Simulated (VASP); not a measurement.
A run of VASP 6.6.1 is set up as follows.

File INCAR:

```
ALGO = Normal
EDIFF = 1E-8
ENCUT = 520
GGA = PS
ISIF = 2
ISMEAR = -1
LASPH = True
LCHARG = False
LEFG = True
LREAL = False
LWAVE = False
NBANDS = 19
NELM = 100
PREC = Accurate
SIGMA = 0.03
```

File KPOINTS:

```
k-points
0
Gamma
  13 13 7
```

File POSCAR:

```
TiTe2
1.0
    3.7516511246      0.0000000000      0.0000000000
   -1.8758255623      3.2490251800      0.0000000000
    0.0000000000      0.0000000000      6.4543879477
Ti Te
1 2
Direct
    0.0000000000      0.0000000000      0.0000000000
    0.6666666667      0.3333333333      0.2628000000
    0.3333333333      0.6666666667      0.7372000000
```

Potentials or basis: VASP PAW PBE potentials, release 64 (Ti_sv, Te).

Command:

```console
$ cat potpaw_PBE.64/Ti_sv/POTCAR potpaw_PBE.64/Te/POTCAR > POTCAR
$ mpirun -np 1 vasp_std > vasp.out
```

Problem. What does it give for the largest force?

Solution. 0.083 eV/Å.

Problem. What does it give for the pressure?

Solution. -1.0 GPa.

Electric field gradients, principal values (V/Å²):
```csv
atom,least,middle,greatest (by size)
1 Ti,14.093,14.097,-28.190
2 Te,30.160,30.160,-60.319
3 Te,30.160,30.160,-60.319
```

Caveat: without QUAD_EFG the Cq values of the log hold for a quadrupole moment of 1 mb, not for the nuclei; the PAW data sets were made with another functional, which shifts forces and pressure a little; this functional lacks dispersion, which binds layers or chains, so the pressure and a relaxed spacing across them are unreliable.
